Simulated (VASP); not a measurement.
# TiAl3 in VASP: further runs

The runs below take TiAl3 through single point, with PBEsol.

All numbers are computed with VASP 6.6.1; they aren't measurements. Logs are shortened: lines on timing, memory, paths and dates and some standing lists are left out, and cuts for length are marked.

### 1 The cell of the first run

It takes space group Pm-3m (No. 221, cubic). Conventional cell: a = 3.956 Å, b = 3.956 Å, c = 3.956 Å, α = 90.00°, β = 90.00°, γ = 90.00°. Ti (site symmetry m-3m) has 12 Al at 2.80 Å within 3.7 Å. Within 3.7 Å of Al (site symmetry 4/mmm) lie 4 Ti at 2.80 Å and 8 Al at 2.80 Å.

### 2 Single point, PBEsol

Input file INCAR:

```
ALGO = Normal
EDIFF = 1E-7
ENCUT = 520
GGA = PS
ISIF = 2
ISMEAR = -1
LASPH = T
LCHARG = T
LELF = T
LREAL = F
LVHAR = T
LWAVE = F
NBANDS = 18
NELM = 60
PREC = Accurate
SIGMA = 0.1
```

Input file KPOINTS:

```
k-points
0
Gamma
  6 6 6
```

Input file POSCAR:

```
TiAl3
1.0
    3.9556700000      0.0000000000      0.0000000000
    0.0000000000      3.9556700000      0.0000000000
    0.0000000000      0.0000000000      3.9556700000
Ti Al
1 3
Direct
    0.0000000000      0.0000000000      0.0000000000
    0.5000000000      0.5000000000      0.0000000000
    0.5000000000      0.0000000000      0.5000000000
    0.0000000000      0.5000000000      0.5000000000
```

Potentials or basis: VASP PAW PBE potentials, release 64 (Ti_sv, Al).

Run with:

```
cat potpaw_PBE.64/Ti_sv/POTCAR potpaw_PBE.64/Al/POTCAR > POTCAR
mpirun -np 1 vasp_std > vasp.out
```

OUTCAR:

```text
EDIFF = 1E-7
   ENCUT = 520
   GGA = PS
   ISIF = 2
   ISMEAR = -1
   LASPH = T
   LREAL = F
   NELM = 60
   PREC = Accurate

 ion  position               nearest neighbor table
   1  0.000  0.000  0.000-   2 2.80   3 2.80   4 2.80   3 2.80   4 2.80   2 2.80   4 2.80   4 2.80
                             2 2.80   3 2.80   3 2.80   2 2.80
   2  0.500  0.500  0.000-   1 2.80   3 2.80   4 2.80   3 2.80   4 2.80   1 2.80   3 2.80   3 2.80
                             1 2.80   4 2.80   4 2.80   1 2.80
   3  0.500  0.000  0.500-   1 2.80   2 2.80   4 2.80   1 2.80   2 2.80   2 2.80   4 2.80   2 2.80
                             1 2.80   4 2.80   1 2.80   4 2.80
   4  0.000  0.500  0.500-   1 2.80   2 2.80   3 2.80   1 2.80   2 2.80   1 2.80   3 2.80   1 2.80
                             2 2.80   3 2.80   2 2.80   3 2.80

  LATTYP: Found a simple cubic cell.
 ALAT       =     3.9556700000

  Lattice vectors:

 A1 = (   3.9556700000,   0.0000000000,   0.0000000000)
 A2 = (   0.0000000000,   3.9556700000,   0.0000000000)
 A3 = (   0.0000000000,   0.0000000000,   3.9556700000)

Analysis of symmetry for initial positions (statically):
=====================================================================
 Subroutine PRICEL returns:
 Original cell was already a primitive cell.

 Routine SETGRP: Setting up the symmetry group for a
 simple cubic supercell.

 Subroutine GETGRP returns: Found 48 space group operations
 (whereof 48 operations were pure point group operations)
 out of a pool of 48 trial point group operations.

The static configuration has the point symmetry O_h .

Analysis of symmetry for dynamics (positions and initial velocities):
=====================================================================
 Subroutine PRICEL returns:
 Original cell was already a primitive cell.

 Routine SETGRP: Setting up the symmetry group for a
 simple cubic supercell.

 Subroutine GETGRP returns: Found 48 space group operations
 (whereof 48 operations were pure point group operations)
 out of a pool of 48 trial point group operations.

The dynamic configuration has the point symmetry O_h .

 Subroutine INISYM returns: Found 48 space group operations
 (whereof 48 operations are pure point group operations),
 and found     1 'primitive' translations

----------------------------------------------------------------------------------------

                                     Primitive cell

  volume of cell :      61.8957

  direct lattice vectors                    reciprocal lattice vectors
     3.955670000  0.000000000  0.000000000     0.252801675  0.000000000  0.000000000
     0.000000000  3.955670000  0.000000000     0.000000000  0.252801675  0.000000000
     0.000000000  0.000000000  3.955670000     0.000000000  0.000000000  0.252801675

  length of vectors
     3.955670000  3.955670000  3.955670000     0.252801675  0.252801675  0.252801675

  position of ions in fractional coordinates (direct lattice)
     0.000000000  0.000000000  0.000000000
     0.500000000  0.500000000  0.000000000
     0.500000000  0.000000000  0.500000000
     0.000000000  0.500000000  0.500000000

  ion indices of the primitive-cell ions
   primitive index   ion index
                 1           1
                 2           2
                 3           3
                 4           4

----------------------------------------------------------------------------------------

 KPOINTS: k-points

Automatic generation of k-mesh.
 Grid dimensions read from file:
 generate k-points for:    6    6    6

 Generating k-lattice:

  Cartesian coordinates                     Fractional coordinates (reciprocal lattice)
     0.042133612  0.000000000  0.000000000     0.166666667  0.000000000  0.000000000
     0.000000000  0.042133612  0.000000000     0.000000000  0.166666667  0.000000000
     0.000000000  0.000000000  0.042133612     0.000000000  0.000000000  0.166666667

  Length of vectors
     0.042133612  0.042133612  0.042133612

  Shift w.r.t. Gamma in fractional coordinates (k-lattice)
     0.000000000  0.000000000  0.000000000

 Subroutine IBZKPT returns following result:
 ===========================================

 Found     20 irreducible k-points:

 Following reciprocal coordinates:
            Coordinates               Weight
  0.000000  0.000000  0.000000      1.000000
  0.166667  0.000000  0.000000      6.000000
  0.333333  0.000000  0.000000      6.000000
  0.500000  0.000000  0.000000      3.000000
  0.166667  0.166667  0.000000     12.000000
  0.333333  0.166667  0.000000     24.000000
[... 12 lines left out ...]
  0.500000  0.500000  0.333333      6.000000
  0.500000  0.500000  0.500000      1.000000
   k-points           NKPTS =     20   k-points in BZ     NKDIM =     20   number of bands    NBANDS=     18
   number of dos      NEDOS =    301   number of ions     NIONS =      4
   total plane-waves  NPLWV =  27000
   dimension x,y,z NGX =    30 NGY =   30 NGZ =   30
   dimension x,y,z NGXF=    60 NGYF=   60 NGZF=   60
   ions per type =               1   3
   NGX,Y,Z   is equivalent  to a cutoff of  12.61, 12.61, 12.61 a.u.
   NGXF,Y,Z  is equivalent  to a cutoff of  25.22, 25.22, 25.22 a.u.
 SYSTEM =  unknown system
   PREC   = accura    normal or accurate (medium, high low for compatibility)
   ISTART =      0    job   : 0-new  1-cont  2-samecut
   ICHARG =      2    charge: 1-file 2-atom 10-const
   ISPIN  =      1    spin polarized calculation?
   LNONCOLLINEAR =      F non collinear calculations
   LSORBIT =      F    spin-orbit coupling
   LASPH  =      T    aspherical Exc in radial PAW
   ENCUT  =  520.0 eV  38.22 Ry    6.18 a.u.   7.35  7.35  7.35*2*pi/ulx,y,z
   NELM   =     60;   NELMIN=  2; NELMDL= -5     # of ELM steps
   EDIFF  = 0.1E-06   stopping-criterion for ELM
   LREAL  =      F    real-space projection
   EDIFFG = 0.1E-05   stopping-criterion for IOM
   NSW    =      0    number of steps for IOM
   IBRION =     -1    ionic relax: 0-MD 1-quasi-New 2-CG
   NFREE  =      0    steps in history (QN), initial steepest desc. (CG)
   ISIF   =      2    stress and relaxation
   ISYM   =      2    0-nonsym 1-usesym 2-fastsym
   POTIM  = 0.5000    time-step for ionic-motion
   TEBEG  =    0.0;   TEEND  =   0.0 temperature during run
   PSTRESS=    0.0 pullay stress
   NELECT =      21.0000    total number of electrons
   NUPDOWN=      -1.0000    fix difference up-down
   EMIN   =  10.00;   EMAX   =-10.00  energy-range for DOS
   EFERMI =   0.00;   METHOD = LEGACY
   ISMEAR =    -1;   SIGMA  =   0.10  broadening in eV -4-tet -1-fermi 0-gaus
   EFERMI_NEDOS =   21; number of points for ismear=-14 and -15
   IALGO  =     38    algorithm
   IMIX   =      4    mixing-type and parameters
     AMIX     =   0.40;   BMIX     =  1.00
     AMIX_MAG =   1.60;   BMIX_MAG =  1.00
  volume/ion in A,a.u.               =      15.47       104.42
  Fermi-wavevector in a.u.,A,eV,Ry     =   1.141812  2.157712 17.738382  1.303734
  Thomas-Fermi vector in A             =   2.278511
   LORBIT       =      0    0 simple, 1 ext, 2 COOP (PROOUT), +10 PAW based schemes
   GGA     = PS    functional components
   LHFCALC =     F    Hartree Fock is set to
   AEXX    =    0.0000 exact exchange contribution
   IVDW    =     0    specifies the selected vdW correction
   LEPSILON=     F    determine dielectric tensor
   LRPA    =     F    only Hartree local field effects (RPA)
 non-spin polarized calculation
  energy-cutoff  :      520.00
  volume of cell :       61.90
 maximum number of plane-waves:      1743
 NGX is ok and might be reduce to    30
   NGX = 15   NGY = 15   NGZ = 15

 number of electron      20.9999997 magnetization

 Free energy of the ion-electron system (eV)
  ---------------------------------------------------
  ext. energy  EPLUGINS =         0.00000000
  ---------------------------------------------------
  free energy    TOTEN  =       -22.16818206 eV

  energy without entropy =      -22.10776128  energy(sigma->0) =      -22.13797167

 E-fermi :   8.9840     XC(G=0): -10.9151

 val. band max:        8.9770305086   @ k =   0.3333   0.3333   0.0000
 cond. band min:       9.0811028650   @ k =   0.3333   0.3333   0.1667
 fundamental gap:      0.1040723564
 Fermi energy:         8.9840227474

 k-point     1 :       0.0000    0.0000    0.0000
  band No.  band energies     occupation
      1     -47.6859      2.00000
      2     -24.0919      2.00000
      3     -24.0919      2.00000
      4     -24.0919      2.00000
      5      -1.7759      2.00000
      6       5.9338      2.00000
[... 10 lines left out ...]
     17      14.7550      0.00000
     18      14.7550      0.00000

 k-point     2 :       0.1667    0.0000    0.0000
  band No.  band energies     occupation
      1     -47.6857      2.00000
      2     -24.0970      2.00000
      3     -24.0915      2.00000
      4     -24.0915      2.00000
      5      -1.5067      2.00000
      6       4.4141      2.00000
[... 10 lines left out ...]
     17      14.2395      0.00000
     18      14.2395      0.00000

 k-point     3 :       0.3333    0.0000    0.0000
  band No.  band energies     occupation
      1     -47.6853      2.00000
      2     -24.1073      2.00000
      3     -24.0907      2.00000
      4     -24.0907      2.00000
      5      -0.7225      2.00000
      6       2.4232      2.00000
[... 10 lines left out ...]
     17      12.8695      0.00000
     18      14.7843      0.00000

 k-point     4 :       0.5000    0.0000    0.0000
  band No.  band energies     occupation
      1     -47.6851      2.00000
      2     -24.1125      2.00000
      3     -24.0904      2.00000
      4     -24.0904      2.00000
      5       0.2290      2.00000
      6       1.0427      2.00000
[... 10 lines left out ...]
     17      12.1855      0.00000
     18      14.3398      0.00000

 k-point     5 :       0.1667    0.1667    0.0000
  band No.  band energies     occupation
      1     -47.6855      2.00000
      2     -24.0968      2.00000
      3     -24.0964      2.00000
      4     -24.0911      2.00000
      5      -1.2412      2.00000
      6       4.4866      2.00000
[... 10 lines left out ...]
     17      13.8358      0.00000
     18      14.2969      0.00000

 k-point     6 :       0.3333    0.1667    0.0000
  band No.  band energies     occupation
      1     -47.6851      2.00000
      2     -24.1067      2.00000
      3     -24.0957      2.00000
      4     -24.0904      2.00000
      5      -0.4696      2.00000
      6       2.6557      2.00000
[... 10 lines left out ...]
     17      13.3351      0.00000
     18      14.4020      0.00000

 k-point     7 :       0.5000    0.1667    0.0000
  band No.  band energies     occupation
      1     -47.6849      2.00000
      2     -24.1118      2.00000
      3     -24.0952      2.00000
      4     -24.0900      2.00000
      5       0.4490      2.00000
      6       1.3136      2.00000
[... 10 lines left out ...]
     17      13.2579      0.00000
     18      14.3586      0.00000

 k-point     8 :       0.3333    0.3333    0.0000
  band No.  band energies     occupation
      1     -47.6847      2.00000
      2     -24.1058      2.00000
      3     -24.1053      2.00000
      4     -24.0896      2.00000
      5       0.2602      2.00000
      6       3.3083      2.00000
[... 10 lines left out ...]
     17      13.3758      0.00000
     18      14.5264      0.00000
[... 145 lines left out ...]
     17      13.7928      0.00000
     18      14.6125      0.00000

 k-point    16 :       0.5000    0.5000    0.1667
  band No.  band energies     occupation
      1     -47.6841      2.00000
      2     -24.1092      2.00000
      3     -24.1092      2.00000
      4     -24.0935      2.00000
      5       2.0014      2.00000
      6       3.0777      2.00000
[... 10 lines left out ...]
     17      12.5057      0.00000
     18      15.2953      0.00000

 k-point    17 :       0.3333    0.3333    0.3333
  band No.  band energies     occupation
      1     -47.6841      2.00000
      2     -24.1043      2.00000
      3     -24.1037      2.00000
      4     -24.1037      2.00000
      5       1.1959      2.00000
      6       3.9495      2.00000
[... 10 lines left out ...]
     17      13.2006      0.00000
     18      16.2383      0.00000

 k-point    18 :       0.5000    0.3333    0.3333
  band No.  band energies     occupation
      1     -47.6839      2.00000
      2     -24.1086      2.00000
      3     -24.1035      2.00000
      4     -24.1031      2.00000
      5       1.9720      2.00000
      6       2.9494      2.00000
[... 10 lines left out ...]
     17      12.5300      0.00000
     18      16.8664      0.00000

 k-point    19 :       0.5000    0.5000    0.3333
  band No.  band energies     occupation
      1     -47.6837      2.00000
      2     -24.1080      2.00000
      3     -24.1080      2.00000
      4     -24.1027      2.00000
      5       2.7443      2.00000
      6       3.5219      2.00000
[... 10 lines left out ...]
     17      11.9628      0.00000
     18      18.2035      0.00000

 k-point    20 :       0.5000    0.5000    0.5000
  band No.  band energies     occupation
      1     -47.6835      2.00000
      2     -24.1073      2.00000
      3     -24.1073      2.00000
      4     -24.1073      2.00000
      5       3.8879      2.00000
      6       3.8879      2.00000
[... 10 lines left out ...]
     17      11.8337      0.00000
     18      20.6542      0.00000

------------------------ aborting loop because EDIFF is reached ----------------------------------------

  FORCE on cell =-STRESS in cart. coord.  units (eV):
  Direction    XX          YY          ZZ          XY          YZ          ZX
  --------------------------------------------------------------------------------------
  -------------------------------------------------------------------------------------
  Total       -0.1574899     -0.1574899     -0.1574899      0.0000000      0.0000000     -0.0000000
  in kB       -4.0766464     -4.0766464     -4.0766464      0.0000000      0.0000000     -0.0000000
  external PRESSURE =      -4.0766464 kB  Pullay stress =       0.0000000 kB

 VOLUME and BASIS-vectors are now :
 -----------------------------------------------------------------------------
  energy-cutoff  :      520.00
  volume of cell :       61.90
      direct lattice vectors                 reciprocal lattice vectors
     3.955670000  0.000000000  0.000000000     0.252801675  0.000000000  0.000000000
     0.000000000  3.955670000  0.000000000     0.000000000  0.252801675  0.000000000
     0.000000000  0.000000000  3.955670000     0.000000000  0.000000000  0.252801675

 POSITION                                       TOTAL-FORCE (eV/Angst)
 -----------------------------------------------------------------------------------
      0.00000      0.00000      0.00000         0.000000      0.000000      0.000000
      1.97784      1.97784      0.00000         0.000000      0.000000      0.000000
      1.97784      0.00000      1.97784         0.000000      0.000000      0.000000
      0.00000      1.97784      1.97784         0.000000      0.000000      0.000000
 -----------------------------------------------------------------------------------
    total drift:                                0.000000     -0.000000      0.000000

  FREE ENERGIE OF THE ION-ELECTRON SYSTEM (eV)
  ---------------------------------------------------
  free  energy   TOTEN  =       -22.1681820596 eV

  energy  without entropy=      -22.1077612801  energy(sigma->0) =      -22.13797167
```

It took 43 s on 1 thread of Intel Xeon 8259CL, shared host; peak memory 0.17 GiB.

What came out:

* Free energy: -22.1682 eV
* Pressure: -0.4 GPa
* Band gap on the k mesh: zero (an odd number of electrons rules out a gap without spin polarisation)

Levels at points of the mesh, in eV from the Fermi level:
```csv
k point,band 7,band 8,band 9,band 10,band 11,band 12,band 13,band 14
"(0.00, 0.00, 0.00)",-3.05,-2.10,-2.10,-2.10,0.20,0.20,0.20,0.75
"(0.50, 0.00, 0.00)",-2.21,-2.21,-2.15,0.45,0.80,0.80,0.99,1.07
"(0.50, 0.50, 0.00)",-6.07,-4.99,-1.21,-1.21,0.68,0.92,1.16,1.19
"(0.50, 0.50, 0.50)",-5.10,-4.93,-3.45,-3.45,-3.45,0.23,1.25,1.25
```

Caveat: the PAW data sets were made with another functional, which shifts forces and pressure a little.

(Continued in part 2 of 2.)
